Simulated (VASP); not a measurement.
# CuI (F-43m) in VASP: notebook, part 2 of 2

VASP 6.6.1. Earlier steps stand in the parts before.

### 3 Single point, PBE

This run uses another cell than the first one, of 27.33 Å³/atom.

Contents of INCAR:

```
  ALGO = Normal
  EDIFF = 1E-6
  ENCUT = 520
  GGA = PE
  ISIF = 2
  ISMEAR = -1
  LASPH = T
  LCHARG = F
  LREAL = F
  LWAVE = F
  NBANDS = 16
  NELM = 60
  PREC = Accurate
  SIGMA = 0.02
```

Contents of KPOINTS:

```
k-points
0
Gamma
  8 8 8
```

Contents of POSCAR:

```
CuI
1.0
    0.0000000000      3.0120429050      3.0120429050
    3.0120429050      0.0000000000      3.0120429050
    3.0120429050      3.0120429050      0.0000000000
Cu I
1 1
Direct
    0.2500000000      0.2500000000      0.2500000000
    0.0000000000      0.0000000000      0.0000000000
```

Potentials or basis: VASP PAW PBE potentials, release 64 (Cu, I).

Launch:

```bash
cat potpaw_PBE.64/Cu/POTCAR potpaw_PBE.64/I/POTCAR > POTCAR
mpirun -np 1 vasp_std > vasp.out
```

OUTCAR:

```text
EDIFF = 1E-6
   ENCUT = 520
   GGA = PE
   ISIF = 2
   ISMEAR = -1
   LASPH = T
   LREAL = F
   NELM = 60
   PREC = Accurate

 ion  position               nearest neighbor table
   1  0.250  0.250  0.250-   2 2.61   2 2.61   2 2.61   2 2.61
   2  0.000  0.000  0.000-   1 2.61   1 2.61   1 2.61   1 2.61

  LATTYP: Found a face centered cubic cell.
 ALAT       =     6.0240858100

  Lattice vectors:

 A1 = (   0.0000000000,   3.0120429050,   3.0120429050)
 A2 = (   3.0120429050,   0.0000000000,   3.0120429050)
 A3 = (   3.0120429050,   3.0120429050,   0.0000000000)

Analysis of symmetry for initial positions (statically):
=====================================================================
 Subroutine PRICEL returns:
 Original cell was already a primitive cell.

 Routine SETGRP: Setting up the symmetry group for a
 face centered cubic supercell.

 Subroutine GETGRP returns: Found 24 space group operations
 (whereof 24 operations were pure point group operations)
 out of a pool of 48 trial point group operations.

The static configuration has the point symmetry T_d .

Analysis of symmetry for dynamics (positions and initial velocities):
=====================================================================
 Subroutine PRICEL returns:
 Original cell was already a primitive cell.

 Routine SETGRP: Setting up the symmetry group for a
 face centered cubic supercell.

 Subroutine GETGRP returns: Found 24 space group operations
 (whereof 24 operations were pure point group operations)
 out of a pool of 48 trial point group operations.

The dynamic configuration has the point symmetry T_d .

 Subroutine INISYM returns: Found 24 space group operations
 (whereof 24 operations are pure point group operations),
 and found     1 'primitive' translations

----------------------------------------------------------------------------------------

                                     Primitive cell

  volume of cell :      54.6529

  direct lattice vectors                    reciprocal lattice vectors
     0.000000000  3.012042905  3.012042905    -0.166000291  0.166000291  0.166000291
     3.012042905  0.000000000  3.012042905     0.166000291 -0.166000291  0.166000291
     3.012042905  3.012042905  0.000000000     0.166000291  0.166000291 -0.166000291

  length of vectors
     4.259671927  4.259671927  4.259671927     0.287520939  0.287520939  0.287520939

  position of ions in fractional coordinates (direct lattice)
     0.250000000  0.250000000  0.250000000
     0.000000000  0.000000000  0.000000000

  ion indices of the primitive-cell ions
   primitive index   ion index
                 1           1
                 2           2

----------------------------------------------------------------------------------------

 KPOINTS: k-points

Automatic generation of k-mesh.
 Grid dimensions read from file:
 generate k-points for:    8    8    8

 Generating k-lattice:

  Cartesian coordinates                     Fractional coordinates (reciprocal lattice)
    -0.020750036  0.020750036  0.020750036     0.125000000  0.000000000  0.000000000
     0.020750036 -0.020750036  0.020750036     0.000000000  0.125000000  0.000000000
     0.020750036  0.020750036 -0.020750036     0.000000000  0.000000000  0.125000000

  Length of vectors
     0.035940117  0.035940117  0.035940117

  Shift w.r.t. Gamma in fractional coordinates (k-lattice)
     0.000000000  0.000000000  0.000000000

 Subroutine IBZKPT returns following result:
 ===========================================

 Found     29 irreducible k-points:

 Following reciprocal coordinates:
            Coordinates               Weight
  0.000000  0.000000  0.000000      1.000000
  0.125000  0.000000  0.000000      8.000000
  0.250000  0.000000  0.000000      8.000000
  0.375000  0.000000  0.000000      8.000000
  0.500000  0.000000  0.000000      4.000000
  0.125000  0.125000  0.000000      6.000000
[... 16 lines left out ...]
  0.500000  0.250000  0.125000     48.000000
 -0.375000  0.250000  0.125000     24.000000
 [... further k-points ...]
   k-points           NKPTS =     29   k-points in BZ     NKDIM =     29   number of bands    NBANDS=     16
   number of dos      NEDOS =    301   number of ions     NIONS =      2
   total plane-waves  NPLWV =  32768
   dimension x,y,z NGX =    32 NGY =   32 NGZ =   32
   dimension x,y,z NGXF=    64 NGYF=   64 NGZF=   64
   ions per type =               1   1
   NGX,Y,Z   is equivalent  to a cutoff of  12.49, 12.49, 12.49 a.u.
   NGXF,Y,Z  is equivalent  to a cutoff of  24.98, 24.98, 24.98 a.u.
 SYSTEM =  unknown system
   PREC   = accura    normal or accurate (medium, high low for compatibility)
   ISTART =      0    job   : 0-new  1-cont  2-samecut
   ICHARG =      2    charge: 1-file 2-atom 10-const
   ISPIN  =      1    spin polarized calculation?
   LNONCOLLINEAR =      F non collinear calculations
   LSORBIT =      F    spin-orbit coupling
   LASPH  =      T    aspherical Exc in radial PAW
   ENCUT  =  520.0 eV  38.22 Ry    6.18 a.u.   7.92  7.92  7.92*2*pi/ulx,y,z
   NELM   =     60;   NELMIN=  2; NELMDL= -5     # of ELM steps
   EDIFF  = 0.1E-05   stopping-criterion for ELM
   LREAL  =      F    real-space projection
   EDIFFG = 0.1E-04   stopping-criterion for IOM
   NSW    =      0    number of steps for IOM
   IBRION =     -1    ionic relax: 0-MD 1-quasi-New 2-CG
   NFREE  =      0    steps in history (QN), initial steepest desc. (CG)
   ISIF   =      2    stress and relaxation
   ISYM   =      2    0-nonsym 1-usesym 2-fastsym
   POTIM  = 0.5000    time-step for ionic-motion
   TEBEG  =    0.0;   TEEND  =   0.0 temperature during run
   PSTRESS=    0.0 pullay stress
   NELECT =      18.0000    total number of electrons
   NUPDOWN=      -1.0000    fix difference up-down
   EMIN   =  10.00;   EMAX   =-10.00  energy-range for DOS
   EFERMI =   0.00;   METHOD = LEGACY
   ISMEAR =    -1;   SIGMA  =   0.02  broadening in eV -4-tet -1-fermi 0-gaus
   EFERMI_NEDOS =   21; number of points for ismear=-14 and -15
   IALGO  =     38    algorithm
   IMIX   =      4    mixing-type and parameters
     AMIX     =   0.40;   BMIX     =  1.00
     AMIX_MAG =   1.60;   BMIX_MAG =  1.00
  volume/ion in A,a.u.               =      27.33       184.41
  Fermi-wavevector in a.u.,A,eV,Ry     =   1.130562  2.136453 17.390575  1.278171
  Thomas-Fermi vector in A             =   2.267259
   LORBIT       =      0    0 simple, 1 ext, 2 COOP (PROOUT), +10 PAW based schemes
   GGA     = PE    functional components
   LHFCALC =     F    Hartree Fock is set to
   AEXX    =    0.0000 exact exchange contribution
   IVDW    =     0    specifies the selected vdW correction
   LEPSILON=     F    determine dielectric tensor
   LRPA    =     F    only Hartree local field effects (RPA)
 non-spin polarized calculation
  energy-cutoff  :      520.00
  volume of cell :       54.65
 maximum number of plane-waves:      1480
   NGX = 15   NGY = 15   NGZ = 15

 number of electron      18.0000016 magnetization

 Free energy of the ion-electron system (eV)
  ---------------------------------------------------
  ext. energy  EPLUGINS =         0.00000000
  ---------------------------------------------------
  free energy    TOTEN  =        -5.55676603 eV

  energy without entropy =       -5.55676603  energy(sigma->0) =       -5.55676603

 E-fermi :   5.0577     XC(G=0):  -9.0269

 val. band max:        4.6405902568   @ k =   0.0000   0.0000   0.0000
 cond. band min:       5.8361079261   @ k =   0.0000   0.0000   0.0000
 fundamental gap:      1.1955176693
 Fermi energy:         5.0576824948

 k-point     1 :       0.0000    0.0000    0.0000
  band No.  band energies     occupation
      1      -9.4717      2.00000
      2       0.9145      2.00000
      3       0.9145      2.00000
      4       0.9145      2.00000
      5       2.7093      2.00000
      6       2.7093      2.00000
[... 8 lines left out ...]
     15      14.2530      0.00000
     16      14.2530      0.00000

 k-point     2 :       0.1250    0.0000    0.0000
  band No.  band energies     occupation
      1      -9.3959      2.00000
      2       0.6182      2.00000
      3       0.9210      2.00000
      4       0.9210      2.00000
      5       2.7029      2.00000
      6       2.7029      2.00000
[... 8 lines left out ...]
     15      13.5785      0.00000
     16      13.6065      0.00000
[... 387 lines left out ...]
      5       2.6611      2.00000
      6       2.7249      2.00000
[... 8 lines left out ...]
     15      15.3400      0.00000
     16      16.1668      0.00000

 k-point    24 :      -0.3750    0.2500    0.1250
  band No.  band energies     occupation
      1      -8.7939      2.00000
      2      -0.7912      2.00000
      3       0.3712      2.00000
      4       0.8946      2.00000
      5       2.6428      2.00000
      6       2.7207      2.00000
[... 8 lines left out ...]
     15      15.4320      0.00000
     16      16.0103      0.00000

 [... further k-points ...]
[... 5 lines left out ...]
  --------------------------------------------------------------------------------------
  -------------------------------------------------------------------------------------
  Total        0.3949303      0.3949303      0.3949303     -0.0000000     -0.0000000     -0.0000000
  in kB       11.5775734     11.5775734     11.5775734     -0.0000000     -0.0000000     -0.0000000
  external PRESSURE =      11.5775734 kB  Pullay stress =       0.0000000 kB

 VOLUME and BASIS-vectors are now :
 -----------------------------------------------------------------------------
  energy-cutoff  :      520.00
  volume of cell :       54.65
      direct lattice vectors                 reciprocal lattice vectors
     0.000000000  3.012042905  3.012042905    -0.166000291  0.166000291  0.166000291
     3.012042905  0.000000000  3.012042905     0.166000291 -0.166000291  0.166000291
     3.012042905  3.012042905  0.000000000     0.166000291  0.166000291 -0.166000291

 POSITION                                       TOTAL-FORCE (eV/Angst)
 -----------------------------------------------------------------------------------
      1.50602      1.50602      1.50602         0.000000      0.000000      0.000000
      0.00000      0.00000      0.00000        -0.000000     -0.000000     -0.000000
 -----------------------------------------------------------------------------------
    total drift:                                0.000001      0.000001      0.000001

  FREE ENERGIE OF THE ION-ELECTRON SYSTEM (eV)
  ---------------------------------------------------
  free  energy   TOTEN  =        -5.5567660334 eV

  energy  without entropy=       -5.5567660334  energy(sigma->0) =       -5.55676603
```

OSZICAR:

```text
N       E                     dE             d eps       ncg     rms          rms(c)
DAV:   1     0.945658238143E+02    0.94566E+02   -0.75834E+03   928   0.119E+03
DAV:   2     0.293136762564E+00   -0.94273E+02   -0.85436E+02   976   0.227E+02
DAV:   3    -0.562240615495E+01   -0.59155E+01   -0.58364E+01  1304   0.611E+01
DAV:   4    -0.577677681313E+01   -0.15437E+00   -0.15432E+00  1096   0.939E+00
DAV:   5    -0.578559619393E+01   -0.88194E-02   -0.88193E-02  1408   0.249E+00    0.545E+00
DAV:   6    -0.570779582662E+01    0.77800E-01   -0.27644E+00   952   0.450E+01    0.348E+00
DAV:   7    -0.555771812274E+01    0.15008E+00   -0.66686E-01   968   0.271E+01    0.172E+00
DAV:   8    -0.555883879591E+01   -0.11207E-02   -0.34806E-02  1440   0.253E+00    0.458E-01
DAV:   9    -0.555658548017E+01    0.22533E-02   -0.82774E-03  1168   0.269E+00    0.146E-01
DAV:  10    -0.555676430791E+01   -0.17883E-03   -0.59758E-04  1088   0.151E-01    0.402E-02
DAV:  11    -0.555676833137E+01   -0.40235E-05   -0.19628E-04  1232   0.399E-01    0.329E-02
DAV:  12    -0.555676687972E+01    0.14516E-05   -0.13310E-05  1448   0.610E-02    0.241E-02
DAV:  13    -0.555676539492E+01    0.14848E-05   -0.49628E-06  1216   0.662E-02    0.598E-03
DAV:  14    -0.555676603345E+01   -0.63853E-06   -0.24931E-06  1184   0.294E-02
   1 F= -.55567660E+01 E0= -.55567660E+01  d E =-.456743E-11
```

stdout:

```text
POSCAR found type information on POSCAR CuI
 POSCAR found :  2 types and       2 ions
 scaLAPACK will be used
 LDA part: xc-table for (Slater+PW92), standard interpolation
 POSCAR, INCAR and KPOINTS ok, starting setup
 FFT: planning ... GRIDC
 FFT: planning ... GRID_SOFT
 FFT: planning ... GRID
 WAVECAR not read
 entering main loop
```

Wall time 11 s (1 thread of Intel Xeon 6975P-C (Granite Rapids), shared host); peak memory 0.18 GiB.

What came out:

```
Free energy            : -5.5568 eV
Pressure               : 1.2 GPa
Band gap on the k mesh : 1.20 eV
```

Levels at points of the mesh, in eV from the valence-band top:
```csv
k point,band 5,band 6,band 7,band 8,band 9,band 10,band 11,band 12,band 13,band 14
"(0.00, 0.00, 0.00)",-1.93,-1.93,0.00,0.00,0.00,1.20,4.85,4.85,4.85,8.21
"(0.50, 0.00, 0.00)",-1.90,-1.90,-1.86,-0.74,-0.74,2.17,5.39,5.39,7.44,9.20
"(0.50, 0.50, 0.00)",-1.96,-1.87,-1.84,-1.56,-1.56,2.68,2.90,9.32,9.86,9.86
```

Caveat: spin-orbit coupling is left out, which moves the levels of the heavy elements.
